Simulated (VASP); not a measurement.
Runs of VASP 6.6.1 on Na2Hg. The structure is that of space group P-3m1 (No. 164), or close to it. The cells are those of the table. 

```tsv
task	cell	k mesh	cutoff (eV)	gap on the mesh (eV)	pressure (GPa)	relaxed volume (Å³/atom)	largest force (eV/Å)
relaxation of cell and atoms	relaxed from a = 3.398, b = 3.398, c = 7.670 Å, angles 90.0, 90.0, 120.0°, 3 atoms	6 × 6 × 2	600	none	0.1	30.04	0.03
relaxation of cell and atoms	relaxed from a = 3.594, b = 3.594, c = 8.262 Å, angles 90.0, 90.0, 120.0°, 3 atoms	12 × 12 × 6	600	none	0.0	30.76	0.01
single point	a = 3.622, b = 3.622, c = 8.124 Å, angles 90.0, 90.0, 120.0°, 3 atoms	12 × 12 × 6	520	none	0.0	-	-
single point	a = 3.398, b = 3.398, c = 7.670 Å, angles 90.0, 90.0, 120.0°, 3 atoms	6 × 6 × 2	520	none	24.1	-	3.96
single point	a = 3.594, b = 3.594, c = 8.262 Å, angles 90.0, 90.0, 120.0°, 3 atoms	6 × 6 × 2	520	none	(b)	-	(a)
```

Alike in all rows: level PBE; potentials or basis VASP PAW PBE potentials, release 64 (Na_pv, Hg); no spin polarisation; smearing gaussian 0.1 eV.

Question: Fill in the values left out.

Answer: (a) 0.02; (b) -0.1.

Caveats: some runs use coarse meshes; spin-orbit coupling is left out, which moves the levels of the heavy elements; the volume moved by over 15 % at a fixed basis, so the end points are rough (some runs); forces of over 1 eV/Å act on the atoms, so gaps and moduli don't describe the material at rest (some runs).

A k mesh can miss the band edges, and the runs leave out spin-orbit coupling on Hg.

A gap of «none» marks levels without a gap at the run's occupations.
